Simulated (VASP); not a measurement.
A run of VASP 6.6.1 is set up as follows.

File INCAR:

```
SYSTEM = C16O31
ALGO = Normal
EDIFF = 1E-6
ENCUT = 520
GGA = PE
ISIF = 2
ISMEAR = -1
LASPH = .TRUE.
LCHARG = .TRUE.
LELF = .TRUE.
LREAL = Auto
LVHAR = .TRUE.
LWAVE = .FALSE.
NBANDS = 154
NELECT = 248.0
NELM = 100
PREC = Accurate
SIGMA = 0.01
```

Contents of KPOINTS:

```
k-points
0
G
  2 2 3
  0 0 0
```

The input POSCAR:

```
C16O31
1.0
   -5.0693110000      5.0693110000      7.2320250000
    5.0693110000     -5.0693110000      7.2320250000
    5.0693110000      5.0693110000     -7.2320250000
C O
16 31
Direct
    0.3806040000      0.8693960000      0.5000000000
    0.8806040000      0.3693960000      0.5000000000
    0.8806040000      0.8693960000      0.0000000000
    0.3806040000      0.3693960000      0.0000000000
    0.6193960000      0.1306040000      0.5000000000
    0.1193960000      0.6306040000      0.5000000000
    0.1193960000      0.1306040000      0.0000000000
    0.6193960000      0.6306040000      0.0000000000
    0.5056040000      0.5056040000      0.5112080000
    0.0056040000      0.0056040000      0.5112080000
    0.0056040000      0.5056040000      0.0112080000
    0.5056040000      0.0056040000      0.0112080000
    0.2443960000      0.2443960000      0.4887920000
    0.7443960000      0.7443960000      0.4887920000
    0.7443960000      0.2443960000      0.9887920000
    0.2443960000      0.7443960000      0.9887920000
    0.9201390000      0.0838285000      0.5112965000
    0.9201390000      0.5838285000      0.0112965000
    0.4201390000      0.0838285000      0.0112965000
    0.8225320000      0.6588425000      0.4887035000
    0.3225320000      0.1588425000      0.4887035000
    0.3225320000      0.6588425000      0.9887035000
    0.8225320000      0.1588425000      0.9887035000
    0.5338425000      0.5451390000      0.8363105000
    0.0338425000      0.0451390000      0.8363105000
    0.0338425000      0.5451390000      0.3363105000
    0.5338425000      0.0451390000      0.3363105000
    0.4588285000      0.4475320000      0.1636895000
    0.9588285000      0.9475320000      0.1636895000
    0.9588285000      0.4475320000      0.6636895000
    0.4588285000      0.9475320000      0.6636895000
    0.1661715000      0.3298610000      0.4887035000
    0.6661715000      0.8298610000      0.4887035000
    0.6661715000      0.3298610000      0.9887035000
    0.1661715000      0.8298610000      0.9887035000
    0.5911575000      0.4274680000      0.5112965000
    0.0911575000      0.9274680000      0.5112965000
    0.0911575000      0.4274680000      0.0112965000
    0.5911575000      0.9274680000      0.0112965000
    0.8024680000      0.7911715000      0.8363105000
    0.3024680000      0.2911715000      0.8363105000
    0.3024680000      0.7911715000      0.3363105000
    0.8024680000      0.2911715000      0.3363105000
    0.2048610000      0.2161575000      0.1636895000
    0.7048610000      0.7161575000      0.1636895000
    0.7048610000      0.2161575000      0.6636895000
    0.2048610000      0.7161575000      0.6636895000
```

Potentials or basis: VASP PAW PBE potentials, release 64 (C, O).

The run is started by

```sh
$ cat potpaw_PBE.64/C/POTCAR potpaw_PBE.64/O/POTCAR > POTCAR
$ mpirun -np 1 vasp_std > vasp.out
```

Question: Predict the largest force.

Answer: 3.341 eV/Å.

Forces on the atoms (eV/Å):
```
C   -0.021 -0.017  0.013
C   -0.034  0.003  0.016
C   -0.025 -0.055  0.000
C    0.055  0.029 -0.001
C   -0.038  0.001 -0.026
C   -0.006 -0.014 -0.010
C    0.050  0.029  0.005
C   -0.029 -0.045  0.010
C   -2.301  2.310  0.164
C   -0.022  0.025  0.001
C   -0.006  0.007  0.000
C    0.004  0.000  0.000
C   -0.001  0.002  0.044
C    0.016 -0.015 -0.040
C   -0.005  0.005  0.000
C   -0.005  0.006  0.000
O    0.100 -0.144  0.018
O    0.094 -0.137  0.018
O    0.092 -0.131  0.019
O   -0.095  0.139  0.023
O   -0.088  0.130  0.005
O   -0.083  0.128  0.018
O   -0.085  0.127  0.018
O   -0.109 -0.087 -0.023
O   -0.168 -0.122  0.014
O   -0.140 -0.081  0.025
O   -0.124 -0.079  0.017
O    0.092  0.070  0.055
O    0.162  0.122  0.016
O    0.138  0.090  0.017
O    0.119  0.122 -0.009
O    0.136 -0.091 -0.014
O    0.127 -0.083 -0.011
O    0.132 -0.090 -0.020
O    0.135 -0.090 -0.018
O    2.339 -2.380 -0.173
O   -0.125  0.083 -0.019
O   -0.133  0.091 -0.018
O   -0.140  0.096 -0.018
O   -0.073 -0.097  0.027
O   -0.125 -0.165 -0.014
O   -0.096 -0.121 -0.029
O   -0.083 -0.122 -0.015
O    0.073  0.109 -0.052
O    0.119  0.160 -0.018
O    0.098  0.132 -0.016
O    0.077  0.153 -0.001
```

Caveat: the cell carries a net charge on a neutralising background, which shifts energy and pressure; the cell differs from its parent crystal (atoms taken out).
